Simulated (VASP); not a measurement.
Set up this calculation in VASP 6.6.1, as the native input.

```
Task                   : single point
Functional             : PBEsol
Potentials or basis    : VASP PAW PBE potentials, release 64 (Al, N)
Cutoff                 : 520 eV
k mesh                 : 10 × 10 × 10
Occupations            : gaussian, width 0.05 eV
Spin                   : no spin polarisation
Dipole correction      : no
Further INCAR settings : ALGO = Normal; EDIFF = 1e-06; NBANDS = 11
```

The structure of AlN lies in POSCAR:

```
AlN
1.0
   -0.0808908813      1.9616038720      1.9616038720
    1.9413811517     -0.0606681610      1.9413811517
    2.0222720330      2.0222720330     -0.1415590423
Al N
1 1
Direct
    0.5000000000      0.5000000000      0.5000000000
    0.0000000000      0.0000000000      0.0000000000
```

This cell differs from its parent crystal: engineering shear strain xz -0.0800, engineering shear strain yz -0.0600.

The input as run:

INCAR

```
ALGO = Normal ; EDIFF = 1E-6
ENCUT = 520 ; GGA = PS
ISIF = 2 ; ISMEAR = 0
LASPH = T ; LCHARG = F
LREAL = F ; LWAVE = F
NBANDS = 11 ; NELM = 60
PREC = Accurate ; SIGMA = 0.05
```

KPOINTS

```
k-points
0
Gamma
  10 10 10
```

Potentials or basis: VASP PAW PBE potentials, release 64 (Al, N).

Run with:

```console
$ cat potpaw_PBE.64/Al/POTCAR potpaw_PBE.64/N/POTCAR > POTCAR
$ mpirun -np 1 vasp_std > vasp.out
```

It gave:

| Item | Value |
| --- | --- |
| Pressure | 1.3 GPa |
| Band gap on the k mesh | 2.83 eV, indirect (least direct gap 4.61 eV) |

Caveat: the cell differs from its parent crystal (engineering shear strain xz -0.0800, engineering shear strain yz -0.0600); the PAW data sets were made with another functional, which shifts forces and pressure a little.

Run time: 34 s on 1 thread of Intel(R) Xeon(R) Platinum 8488C (Sapphire Rapids) (shared host), peak memory 0.2 GiB.
